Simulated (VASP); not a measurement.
Write the native input for VASP 6.6.1 that does the following.

* Task: single point
* Functional: PBE
* Potentials or basis: VASP PAW PBE potentials, release 64 (Ta_pv)
* Cutoff: 520 eV
* k mesh: 18 × 18 × 18
* Occupations: gaussian, width 0.1 eV
* Spin: no spin polarisation
* Dipole correction: no
* Further INCAR settings: ALGO = Normal; EDIFF = 1e-07; NBANDS = 12

The structure of Ta lies in POSCAR:

```
Ta
1.0
   -1.6593948202      1.6593948202      1.6593948202
    1.6593948202     -1.6593948202      1.6593948202
    1.6593948202      1.6593948202     -1.6593948202
Ta
1
Direct
    0.0000000000      0.0000000000      0.0000000000
```

One way to write it, as run:

INCAR

```
SYSTEM = Ta
  PREC = Accurate
  ENCUT = 520
  EDIFF = 1E-7
  ISMEAR = 0
  SIGMA = 0.1
  LREAL = .FALSE.
  LASPH = .TRUE.
  NELM = 100
  ALGO = Normal
  ISIF = 2
  LWAVE = .FALSE.
  LCHARG = .FALSE.
  GGA = PE
  NBANDS = 12
```

KPOINTS

```
regular mesh
0
G
  18 18 18
  0 0 0
```

Potentials or basis: VASP PAW PBE potentials, release 64 (Ta_pv).

Command:

```bash
$ cat potpaw_PBE.64/Ta_pv/POTCAR > POTCAR
$ mpirun -np 1 vasp_std > vasp.out
```

It gave:

```json
{
  "Pressure": "0.1 GPa"
}
```

Wall time 11 s on 1 thread of Intel(R) Xeon(R) 6975P-C (Granite Rapids), with other jobs on the host, peak memory 0.16 GiB.
